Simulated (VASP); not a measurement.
Set up this calculation in VASP 6.6.1, as the native input.

```
Task                   : single point
Functional             : PBEsol
Potentials or basis    : VASP PAW PBE potentials, release 64 (F)
Cutoff                 : 520 eV
k mesh                 : 4 × 4 × 2
Occupations            : gaussian, width 0.05 eV
Spin                   : no spin polarisation
Dipole correction      : no
Further INCAR settings : ALGO = Normal; EDIFF = 1e-06; NBANDS = 22
```

The structure of F lies in POSCAR:

```
F
1.0
    2.9801222909     -1.7127784174     -0.2298527401
    2.9801222909      1.7127784174     -0.2298527401
   -2.2408243099      0.0000000000      6.8592084052
F
4
Direct
    0.0848459664      0.0848459664      0.1099880702
    0.9151540336      0.9151540336      0.8900119298
    0.5015719855      0.5015719855      0.5937195244
    0.4984280145      0.4984280145      0.4062804756
```

These files were run (other wordings do the same):

INCAR

```
PREC = Accurate
ENCUT = 520
EDIFF = 1E-6
ISMEAR = 0
SIGMA = 0.05
LREAL = F
LASPH = T
NELM = 100
ALGO = Normal
ISIF = 2
LWAVE = F
LCHARG = T
GGA = PS
LELF = T
LVHAR = T
NBANDS = 22
```

KPOINTS

```
Automatic mesh
0
Gamma
  4 4 2
```

Potentials or basis: VASP PAW PBE potentials, release 64 (F).

Command:

```sh
$ cat potpaw_PBE.64/F/POTCAR > POTCAR
$ mpirun -np 1 vasp_std > vasp.out
```

It gave:

```yaml
Pressure: -0.4 GPa
Largest_force: 2.937 eV/Å
Band_gap_on_the_k_mesh: 1.89 eV, indirect (least direct gap 1.99 eV)
```

Caveat: the k points lie up to 0.54 Å⁻¹ apart; the PAW data sets were made with another functional, which shifts forces and pressure a little.

Run time: 9.9 s on 1 thread of Intel(R) Xeon(R) 6975P-C (Granite Rapids) (shared host), peak memory 0.17 GiB.
